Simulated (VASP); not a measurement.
Crystal: Re2P3.

```xyz
5
Lattice="2.9212 0.0000 0.0000 -1.4606 2.5298 0.0000 0.0000 0.0000 9.6282" Properties=species:S:1:pos:R:3 pbc="T T T"
Re    0.0000    1.6866    7.6908
Re    1.4606    0.8433    1.9374
P     1.4606    0.8433    6.0150
P     0.0000    0.0000    0.0000
P     0.0000    1.6866    3.6132
```

| Property | Result |
| --- | --- |
| Program | VASP 6.6.1 |
| Task | relaxation of cell and atoms |
| Functional | PBE |
| Dispersion | D3(BJ) |
| Potentials or basis | VASP PAW PBE potentials, release 64 (Re, P) |
| Cutoff | 600 eV |
| k mesh | 12 × 12 × 4 |
| Occupations | gaussian, width 0.1 eV |
| Spin | no spin polarisation |

At the start: pressure 0.6 GPa; volume 14.23 Å³/atom.

Problem. Where does the relaxation end?

Solution. Over 14 steps the energy falls by 2.1 meV/atom and the volume is 14.22 Å³/atom (-0.1 %); space group P-3m1 (No. 164, to 0.1 Å) before and after.

The path:
| step | energy change (eV) | largest force (eV/Å) | pressure (GPa) | volume (Å³) |
| --- | --- | --- | --- | --- |
| 1 | 0.0000 | 0.3543 | 0.64 | 71.15 |
| 2 | -0.0023 | 0.2399 | -2.36 | 71.74 |
| 3 | -0.0050 | 0.1091 | -1.10 | 71.49 |
| 4 | -0.0091 | 0.0459 | 0.51 | 70.90 |
| 5 | -0.0093 | 0.0236 | 0.26 | 70.99 |
| 6 | -0.0099 | 0.0327 | -0.02 | 71.11 |
| 7 | -0.0101 | 0.0422 | -0.27 | 71.23 |
| 8 | -0.0097 | 0.0883 | 0.53 | 71.08 |
| 9 | -0.0102 | 0.0207 | -0.02 | 71.18 |
| 10 | -0.0102 | 0.0159 | -0.02 | 71.17 |
| 11 | -0.0103 | 0.0160 | 0.00 | 71.14 |
| 12 | -0.0103 | 0.0055 | -0.09 | 71.13 |
| 13 | -0.0103 | 0.0026 | -0.06 | 71.14 |
| 14 | -0.0103 | 0.0035 | 0.02 | 71.09 |

Final structure:
```yaml
crystal:
  lattice:
    - [2.93697, 0.00000, 0.00000]
    - [-1.46849, 2.54349, 0.00000]
    - [0.00000, 0.00000, 9.51663]
  atoms:
    - { symbol: Re, position: [0.33333, 0.66667, 0.80096] }
    - { symbol: Re, position: [0.66667, 0.33333, 0.19904] }
    - { symbol: P, position: [0.66667, 0.33333, 0.62397] }
    - { symbol: P, position: [0.00000, 0.00000, 0.00000] }
    - { symbol: P, position: [0.33333, 0.66667, 0.37603] }
```
